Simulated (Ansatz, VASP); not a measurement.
Two plane-wave programs on Fe

The input INCAR:

```
PREC = Accurate ; ENCUT = 520
EDIFF = 1E-6 ; ISMEAR = 0
SIGMA = 0.05 ; LREAL = False
LASPH = True ; NELM = 150
ALGO = Normal ; ISIF = 2
LWAVE = False ; LCHARG = False
ISPIN = 2 ; MAGMOM = 2.5 2.5
LORBIT = 11 ; LMAXMIX = 4
GGA = CA ; NBANDS = 19
```

Contents of KPOINTS:

```
regular mesh
0
Gamma
  16 16 16
```

The input POSCAR:

```
Fe
1.0
    2.7497047900      0.0000000000      0.0000000000
    0.0000000000      2.7497047900      0.0000000000
    0.0000000000      0.0000000000      2.7497047900
Fe
2
Direct
    0.0000000000      0.0000000000      0.0000000000
    0.5000000000      0.5000000000      0.5000000000
```

Input for Ansatz:

```yaml
crystal:
  lattice:
    - [2.74970479, 0.0, 0.0]
    - [0.0, 2.74970479, 0.0]
    - [0.0, 0.0, 2.74970479]
  atoms:
    - { symbol: Fe, position: [0.0, 0.0, 0.0], spin: 2.5 }
    - { symbol: Fe, position: [0.5, 0.5, 0.5], spin: 2.5 }
basis:
  ecutwfc: 420
  ecutrho_ratio: 4
kpoints:
  mp_grid: { grid: [16, 16, 16] }
hamiltonian:
  xc: lda
scf:
  occupations: { method: gaussian, width: 0.05 }
  lower_state_search: "off"
output:
  forces: true
  stress: true
  eigenvalues: true
  populations: true
magnetization:
  spin_polarized: true
```

Alike in both runs: task single point; functional LDA; k mesh 16 × 16 × 16; occupations gaussian, width 0.05 eV; collinear spin.

|  | VASP | Ansatz |
| --- | --- | --- |
| version | VASP 6.6.1 | Ansatz 0.2.0 |
| potentials or method | VASP PAW LDA potentials, release 64 (Fe), cutoff 520 eV | scalar-relativistic, plane waves, PAW |
| valence electrons in the cell | 16 | 32 |

VASP gave:

```
gap on the k mesh at the Fermi level (eV)                     : none
pressure (GPa)                                                : -0.6
net moment per atom (μB)                                      : 1.97
size of the moment on the site where the two differ most (μB) : 1.93
```

Question: Which values does Ansatz return?

Answer: gap on the k mesh at the Fermi level (eV): none; pressure (GPa): 0.6; net moment per atom (μB): 2.01; size of the moment on the site where the two differ most (μB): 2.01.

LDA's correlation is that of Perdew and Zunger in VASP and of Perdew and Wang (1992) in Ansatz. Site moments also hang on the region over which each program counts them. A gap of «none» marks a metal or a gap that the smearing closes. VASP's potentials hold 16 valence electrons a cell and Ansatz's 32, so a difference there can come from the potentials and not from the codes.
